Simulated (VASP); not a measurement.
Wanted: the native input for a VASP 6.6.1 run.

```
Task                   : single point
Functional             : LDA
Potentials or basis    : VASP PAW LDA potentials, release 64 (Cu, Au)
Cutoff                 : 520 eV
k mesh                 : 10 × 10 × 10
Occupations            : fermi-dirac, width 0.15 eV
Spin                   : no spin polarisation
Dipole correction      : no
Further INCAR settings : ALGO = Fast; EDIFF = 1e-06; NBANDS = 30
```

The structure of CuAu3 lies in POSCAR:

```
CuAu3
1.0
    3.9379714473      0.0000000000      0.0000000000
    0.0000000000      3.9379714473      0.0000000000
    0.0000000000      0.0000000000      3.9379714473
Cu Au
1 3
Direct
    0.0000000000      0.0000000000      0.0000000000
    0.0000000000      0.5000000000      0.5000000000
    0.5000000000      0.0000000000      0.5000000000
    0.5000000000      0.5000000000      0.0000000000
```

One way to write it, as run:

INCAR

```
SYSTEM = CuAu3
PREC     = Accurate       ! precision mode
ENCUT    = 520            ! plane-wave cutoff, eV
EDIFF    = 1E-6           ! SCF threshold, eV
ISMEAR   = -1             ! smearing method
SIGMA    = 0.15           ! smearing width, eV
LREAL    = .FALSE.        ! projectors in reciprocal space
LASPH    = .TRUE.         ! aspherical terms in the spheres
NELM     = 60             ! most SCF steps
ALGO     = Fast           ! electronic algorithm
ISIF     = 2              ! what is computed and relaxed
LWAVE    = .FALSE.        ! write WAVECAR
LCHARG   = .FALSE.        ! write CHGCAR
NBANDS   = 30             ! bands
```

KPOINTS

```
Automatic mesh
0
G
  10 10 10
  0 0 0
```

Potentials or basis: VASP PAW LDA potentials, release 64 (Cu, Au).

Launch:

```sh
$ cat potpaw_LDA.64/Cu/POTCAR potpaw_LDA.64/Au/POTCAR > POTCAR
$ mpirun -np 1 vasp_std > vasp.out
```

Results of the run:

| Item | Value |
| --- | --- |
| Pressure | 0.6 GPa |
| Band gap on the k mesh | zero (band 22 reaches 10.55 eV, above the bottom of band 23 at 8.34 eV) |

Caveat: spin-orbit coupling is left out, which moves the levels of the heavy elements.

Wall time 83 s on 1 thread of Intel(R) Xeon(R) Platinum 8488C (Sapphire Rapids), with other jobs on the host, peak memory 0.2 GiB.
